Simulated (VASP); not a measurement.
Here is a VASP 6.6.1 calculation.

File INCAR:

```
SYSTEM = Al
  PREC = Accurate
  ENCUT = 520
  EDIFF = 1E-6
  ISMEAR = -1
  SIGMA = 0.15
  LREAL = .False.
  LASPH = .True.
  NELM = 60
  ALGO = Normal
  ISIF = 2
  LWAVE = .False.
  LCHARG = .False.
  GGA = PE
  NBANDS = 8
```

KPOINTS

```
Automatic mesh
0
Gamma
  14 14 14
  0 0 0
```

POSCAR

```
Al
1.0
    0.0000000000      1.9549277334      1.9549277334
    1.9549277334      0.0000000000      1.9549277334
    1.9549277334      1.9549277334      0.0000000000
Al
1
Direct
    0.0000000000      0.0000000000      0.0000000000
```

Potentials or basis: VASP PAW PBE potentials, release 64 (Al).

Run with:

```sh
$ cat potpaw_PBE.64/Al/POTCAR > POTCAR
$ mpirun -np 1 vasp_std > vasp.out
```

**Question.** What does it give for the pressure?

**Answer.** 9.5 GPa.
